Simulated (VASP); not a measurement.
A run of VASP 6.6.1:

The input POSCAR:

```
Ag
1.0
    2.8668289465      0.0000000000      0.0000000000
   -1.4334144733      2.4827466960      0.0000000000
    0.0000000000      0.0000000000      9.9328838838
Ag
4
Direct
    0.0000000000      0.0000000000      0.5000000000
    0.0000000000      0.0000000000      0.0000000000
    0.6666666667      0.3333333333      0.7500000000
    0.3333333333      0.6666666667      0.2500000000
```

File INCAR.step1:

```
PREC = Accurate
ENCUT = 520
ISMEAR = -1
SIGMA = 0.05
LREAL = F
LASPH = T
NELM = 100
NBANDS = 30
GGA = PE
ALGO = Normal
EDIFF = 1E-4
LWAVE = T
LCHARG = F
```

File INCAR.step2:

```
PREC = Accurate
ENCUT = 520
EDIFF = 1E-7
ISMEAR = -1
SIGMA = 0.05
LREAL = F
LASPH = T
NELM = 100
ALGO = Normal
ISIF = 2
LWAVE = F
LCHARG = F
METAGGA = R2SCAN
LMIXTAU = T
NBANDS = 30
ISTART = 1
```

The input KPOINTS:

```
regular mesh
0
Gamma
  11 11 3
```

Potentials or basis: VASP PAW PBE potentials, release 64 (Ag).

Run with:

```bash
$ cat potpaw_PBE.64/Ag/POTCAR > POTCAR
$ cp INCAR.step1 INCAR
$ mpirun -np 1 vasp_std > vasp.out
$ cp INCAR.step2 INCAR
$ mpirun -np 1 vasp_std > vasp.out
```

Hardware: 1 thread of Intel(R) Xeon(R) 6975P-C (Granite Rapids), with other jobs on the host.

Question: Estimate the wall time of this run.

Answer: It took 2.7 min on 1 thread of Intel(R) Xeon(R) 6975P-C (Granite Rapids), with other jobs on the host, peak memory 0.23 GiB. Counts: k points 32.
